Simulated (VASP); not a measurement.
# CuH2 (I4/mmm) in VASP: single point with PBE

Aim: the single point of CuH2 with PBE.

All numbers are computed with VASP 6.6.1; they aren't measurements. Logs are shortened: lines on timing, memory, paths and dates and some standing lists are left out, and cuts for length are marked.

## (1) The cell of the first run

Symmetry: I4/mmm, No. 139, tetragonal system. The conventional cell has a = 2.370 Å, b = 2.370 Å, c = 9.601 Å, α = 90.00°, β = 90.00°, γ = 90.00°. Cu (site symmetry 4/mmm) has 8 H at 1.94 Å and 4 Cu at 2.37 Å within 2.6 Å. H (site symmetry 4mm) has 4 Cu at 1.94 Å and 5 H at 1.97 to 2.37 Å within 2.6 Å.

## (2) Single point, PBE

Input file INCAR:

```
SYSTEM = CuH2
PREC = Accurate
ENCUT = 520
EDIFF = 1E-6
ISMEAR = 0
SIGMA = 0.1
LREAL = .False.
LASPH = .True.
NELM = 100
ALGO = Normal
ISIF = 2
LWAVE = .False.
LCHARG = .True.
GGA = PE
LELF = .True.
LVHAR = .True.
NBANDS = 14
```

Input file KPOINTS:

```
regular mesh
0
Gamma
  26 26 26
  0 0 0
```

Input file POSCAR:

```
CuH2
1.0
   -1.1850792200      1.1850792200      4.8006380694
    1.1850792200     -1.1850792200      4.8006380694
    1.1850792200      1.1850792200     -4.8006380694
Cu H
1 2
Direct
    0.0000000000      0.0000000000      0.0000000000
    0.6023515495      0.6023515495      0.0000000000
    0.3976484505      0.3976484505      0.0000000000
```

Potentials or basis: VASP PAW PBE potentials, release 64 (Cu, H).

Started as:

```
$ cat potpaw_PBE.64/Cu/POTCAR potpaw_PBE.64/H/POTCAR > POTCAR
$ mpirun -np 1 vasp_std > vasp.out
```

OUTCAR:

```text
SYSTEM = CuH2
   PREC = Accurate
   ENCUT = 520
   EDIFF = 1E-6
   ISMEAR = 0
   LREAL = .False.
   LASPH = .True.
   NELM = 100
   ISIF = 2
   GGA = PE

 ion  position               nearest neighbor table
   1  0.000  0.000  0.000-
   2  0.602  0.602  0.000-
   3  0.398  0.398  0.000-

  LATTYP: Found a body centered tetragonal cell.
 ALAT       =     2.3701584400
 C/A-ratio  =     4.0509005545

  Lattice vectors:

 A1 = (  -1.1850792200,   1.1850792200,   4.8006380694)
 A2 = (   1.1850792200,  -1.1850792200,   4.8006380694)
 A3 = (   1.1850792200,   1.1850792200,  -4.8006380694)

Analysis of symmetry for initial positions (statically):
=====================================================================
 Subroutine PRICEL returns:
 Original cell was already a primitive cell.

 Routine SETGRP: Setting up the symmetry group for a
 body centered tetragonal supercell.

 Subroutine GETGRP returns: Found 16 space group operations
 (whereof 16 operations were pure point group operations)
 out of a pool of 16 trial point group operations.

The static configuration has the point symmetry D_4h.

Analysis of symmetry for dynamics (positions and initial velocities):
=====================================================================
 Subroutine PRICEL returns:
 Original cell was already a primitive cell.

 Routine SETGRP: Setting up the symmetry group for a
 body centered tetragonal supercell.

 Subroutine GETGRP returns: Found 16 space group operations
 (whereof 16 operations were pure point group operations)
 out of a pool of 16 trial point group operations.

The dynamic configuration has the point symmetry D_4h.

 Subroutine INISYM returns: Found 16 space group operations
 (whereof 16 operations are pure point group operations),
 and found     1 'primitive' translations

----------------------------------------------------------------------------------------

                                     Primitive cell

  volume of cell :      26.9683

  direct lattice vectors                    reciprocal lattice vectors
    -1.185079220  1.185079220  4.800638069     0.000000000  0.421912722  0.104152822
     1.185079220 -1.185079220  4.800638069     0.421912722  0.000000000  0.104152822
     1.185079220  1.185079220 -4.800638069     0.421912722  0.421912722  0.000000000

  length of vectors
     5.084776434  5.084776434  5.084776434     0.434578135  0.434578135  0.596674694

  position of ions in fractional coordinates (direct lattice)
     0.000000000  0.000000000  0.000000000
     0.602351549  0.602351549  0.000000000
     0.397648451  0.397648451  0.000000000

  ion indices of the primitive-cell ions
   primitive index   ion index
                 1           1
                 2           2
                 3           3

----------------------------------------------------------------------------------------

 KPOINTS: regular mesh

Automatic generation of k-mesh.
 Grid dimensions read from file:
 generate k-points for:   26   26   26

 Generating k-lattice:

  Cartesian coordinates                     Fractional coordinates (reciprocal lattice)
     0.000000000  0.016227412  0.004005878     0.038461538  0.000000000  0.000000000
     0.016227412  0.000000000  0.004005878     0.000000000  0.038461538  0.000000000
     0.016227412  0.016227412  0.000000000     0.000000000  0.000000000  0.038461538

  Length of vectors
     0.016714544  0.016714544  0.022949027

  Shift w.r.t. Gamma in fractional coordinates (k-lattice)
     0.000000000  0.000000000  0.000000000

 Subroutine IBZKPT returns following result:
 ===========================================

 Found   1330 irreducible k-points:

 Following reciprocal coordinates:
            Coordinates               Weight
  0.000000  0.000000  0.000000      1.000000
  0.038462  0.000000 -0.000000      8.000000
  0.076923  0.000000 -0.000000      8.000000
  0.115385  0.000000 -0.000000      8.000000
  0.153846  0.000000 -0.000000      8.000000
  0.192308  0.000000 -0.000000      8.000000
[... 16 lines left out ...]
  0.346154  0.038462 -0.000000     16.000000
  0.384615  0.038462 -0.000000     16.000000
 [... further k-points ...]
   k-points           NKPTS =   1330   k-points in BZ     NKDIM =   1330   number of bands    NBANDS=     14
   number of dos      NEDOS =    301   number of ions     NIONS =      3
   total plane-waves  NPLWV =  64000
   dimension x,y,z NGX =    40 NGY =   40 NGZ =   40
   dimension x,y,z NGXF=    80 NGYF=   80 NGZF=   80
   ions per type =               1   2
   NGX,Y,Z   is equivalent  to a cutoff of  13.08, 13.08, 13.08 a.u.
   NGXF,Y,Z  is equivalent  to a cutoff of  26.16, 26.16, 26.16 a.u.
 SYSTEM =  CuH2
   PREC   = accura    normal or accurate (medium, high low for compatibility)
   ISTART =      0    job   : 0-new  1-cont  2-samecut
   ICHARG =      2    charge: 1-file 2-atom 10-const
   ISPIN  =      1    spin polarized calculation?
   LNONCOLLINEAR =      F non collinear calculations
   LSORBIT =      F    spin-orbit coupling
   LASPH  =      T    aspherical Exc in radial PAW
   ENCUT  =  520.0 eV  38.22 Ry    6.18 a.u.   9.45  9.45  9.45*2*pi/ulx,y,z
   NELM   =    100;   NELMIN=  2; NELMDL= -5     # of ELM steps
   EDIFF  = 0.1E-05   stopping-criterion for ELM
   LREAL  =      F    real-space projection
   EDIFFG = 0.1E-04   stopping-criterion for IOM
   NSW    =      0    number of steps for IOM
   IBRION =     -1    ionic relax: 0-MD 1-quasi-New 2-CG
   NFREE  =      0    steps in history (QN), initial steepest desc. (CG)
   ISIF   =      2    stress and relaxation
   ISYM   =      2    0-nonsym 1-usesym 2-fastsym
   POTIM  = 0.5000    time-step for ionic-motion
   TEBEG  =    0.0;   TEEND  =   0.0 temperature during run
   PSTRESS=    0.0 pullay stress
   NELECT =      13.0000    total number of electrons
   NUPDOWN=      -1.0000    fix difference up-down
   EMIN   =  10.00;   EMAX   =-10.00  energy-range for DOS
   EFERMI =   0.00;   METHOD = LEGACY
   ISMEAR =     0;   SIGMA  =   0.10  broadening in eV -4-tet -1-fermi 0-gaus
   EFERMI_NEDOS =   21; number of points for ismear=-14 and -15
   IALGO  =     38    algorithm
   IMIX   =      4    mixing-type and parameters
     AMIX     =   0.40;   BMIX     =  1.00
     AMIX_MAG =   1.60;   BMIX_MAG =  1.00
  volume/ion in A,a.u.               =       8.99        60.66
  Fermi-wavevector in a.u.,A,eV,Ry     =   1.283625  2.425699 22.418213  1.647692
  Thomas-Fermi vector in A             =   2.415866
   LORBIT       =      0    0 simple, 1 ext, 2 COOP (PROOUT), +10 PAW based schemes
   GGA     = PE    functional components
   LHFCALC =     F    Hartree Fock is set to
   AEXX    =    0.0000 exact exchange contribution
   IVDW    =     0    specifies the selected vdW correction
   LEPSILON=     F    determine dielectric tensor
   LRPA    =     F    only Hartree local field effects (RPA)
 non-spin polarized calculation
 Gauss-broadening in eV      SIGMA  =   0.10
  energy-cutoff  :      520.00
  volume of cell :       26.97
 maximum number of plane-waves:       749
 NGX is ok and might be reduce to    40
   NGX = 19   NGY = 19   NGZ = 19

 number of electron      12.9999994 magnetization

 Free energy of the ion-electron system (eV)
  ---------------------------------------------------
  ext. energy  EPLUGINS =         0.00000000
  ---------------------------------------------------
  free energy    TOTEN  =        -8.69421445 eV

  energy without entropy =       -8.69155686  energy(sigma->0) =       -8.69288565

 E-fermi :   2.8628     XC(G=0):  -9.4393

 val. band max:        2.8607290018   @ k =  -0.1923   0.3846   0.1923
 cond. band min:       2.8639307058   @ k =   0.3462   0.0769   0.0385
 fundamental gap:      0.0032017040
 Fermi energy:         2.8628329818

 k-point     1 :       0.0000    0.0000    0.0000
  band No.  band energies     occupation
      1      -8.3450      2.00000
      2      -2.5791      2.00000
      3      -2.5308      2.00000
      4      -1.7181      2.00000
      5      -0.3357      2.00000
      6      -0.3357      2.00000
      7       0.0071      2.00000
      8       6.0120      0.00000
      9      16.4743      0.00000
     10      19.0608      0.00000
     11      20.0497      0.00000
     12      20.0497      0.00000
     13      21.8590      0.00000
     14      23.7541      0.00000

 k-point     2 :       0.0385    0.0000   -0.0000
  band No.  band energies     occupation
      1      -8.3051      2.00000
      2      -2.5957      2.00000
      3      -2.5175      2.00000
      4      -1.7024      2.00000
      5      -0.3336      2.00000
      6      -0.2976      2.00000
      7      -0.0064      2.00000
      8       6.0490      0.00000
      9      16.1509      0.00000
     10      18.8741      0.00000
     11      19.8586      0.00000
     12      20.1059      0.00000
     13      21.7636      0.00000
     14      23.9213      0.00000

 k-point     3 :       0.0769    0.0000   -0.0000
  band No.  band energies     occupation
      1      -8.1857      2.00000
      2      -2.6418      2.00000
      3      -2.4791      2.00000
      4      -1.6566      2.00000
      5      -0.3275      2.00000
      6      -0.1856      2.00000
      7      -0.0460      2.00000
      8       6.1604      0.00000
      9      15.2756      0.00000
     10      18.2743      0.00000
     11      19.5305      0.00000
     12      20.2737      0.00000
     13      21.5953      0.00000
     14      24.1392      0.00000
[... 324 lines left out ...]
 k-point    23 :       0.3462    0.0385   -0.0000
  band No.  band energies     occupation
      1      -5.3723      2.00000
      2      -3.1687      2.00000
      3      -2.0825      2.00000
      4      -0.8029      2.00000
      5      -0.6677      2.00000
      6      -0.2520      2.00000
      7       2.2023      2.00000
      8       6.4177      0.00000
      9       9.0041      0.00000
     10      10.4865      0.00000
     11      17.1155      0.00000
     12      20.4963      0.00000
     13      21.8435      0.00000
     14      24.5344      0.00000

 k-point    24 :       0.3846    0.0385   -0.0000
  band No.  band energies     occupation
      1      -4.8089      2.00000
      2      -3.2176      2.00000
      3      -2.1329      2.00000
      4      -0.7526      2.00000
      5      -0.6772      2.00000
      6      -0.2368      2.00000
      7       2.7079      1.97158
      8       5.5123      0.00000
      9       8.6592      0.00000
     10      10.5954      0.00000
     11      16.4470      0.00000
     12      19.8996      0.00000
     13      22.0957      0.00000
     14      24.7928      0.00000

 [... further k-points ...]
[... 5 lines left out ...]
  --------------------------------------------------------------------------------------
  -------------------------------------------------------------------------------------
  Total        0.0353421      0.0353421      0.0090233      0.0000000      0.0000000      0.0000000
  in kB        2.0996638      2.0996638      0.5360696      0.0000000      0.0000000      0.0000000
  external PRESSURE =       1.5784657 kB  Pullay stress =       0.0000000 kB

 VOLUME and BASIS-vectors are now :
 -----------------------------------------------------------------------------
  energy-cutoff  :      520.00
  volume of cell :       26.97
      direct lattice vectors                 reciprocal lattice vectors
    -1.185079220  1.185079220  4.800638069     0.000000000  0.421912722  0.104152822
     1.185079220 -1.185079220  4.800638069     0.421912722  0.000000000  0.104152822
     1.185079220  1.185079220 -4.800638069     0.421912722  0.421912722  0.000000000

 POSITION                                       TOTAL-FORCE (eV/Angst)
 -----------------------------------------------------------------------------------
      0.00000      0.00000      0.00000        -0.000000     -0.000000      0.000000
      0.00000      0.00000      5.78334         0.000000      0.000000      0.006521
      0.00000      0.00000      3.81793        -0.000000     -0.000000     -0.006521
 -----------------------------------------------------------------------------------
    total drift:                               -0.000000     -0.000000     -0.000000

  FREE ENERGIE OF THE ION-ELECTRON SYSTEM (eV)
  ---------------------------------------------------
  free  energy   TOTEN  =        -8.6942144526 eV

  energy  without entropy=       -8.6915568565  energy(sigma->0) =       -8.69288565
```

Wall time 40 min (1 thread of Intel Xeon 8259CL, shared host); peak memory 0.66 GiB.

What came out:

```yaml
Free_energy: -8.6942 eV
Pressure: 0.2 GPa
Largest_force: 0.007 eV/Å
Band_gap_on_the_k_mesh: zero (an odd number of electrons rules out a gap without spin polarisation)
```

Forces on the atoms (eV/Å):
```
Cu   0.000  0.000  0.000
H    0.000  0.000  0.007
H    0.000  0.000 -0.007
```

Stress tensor (GPa, compression positive):
```
0.21 0.00 0.00
0.00 0.21 0.00
0.00 0.00 0.05
```

Levels at points of the mesh, in eV from the Fermi level:
```
           k point  band 5  band 6  band 7  band 8  band 9  band 10
(0.00, 0.00, 0.00)   -3.20   -3.20   -2.86    3.15   13.61    16.20
(0.50, 0.00, 0.00)   -3.45   -3.05    0.86    1.50    4.10     9.29
(0.50, 0.50, 0.00)   -2.26    0.84    1.58    3.79    4.00     9.64
(0.50, 0.50, 0.50)   -3.20   -3.20   -2.86    6.91    8.44    15.37
```
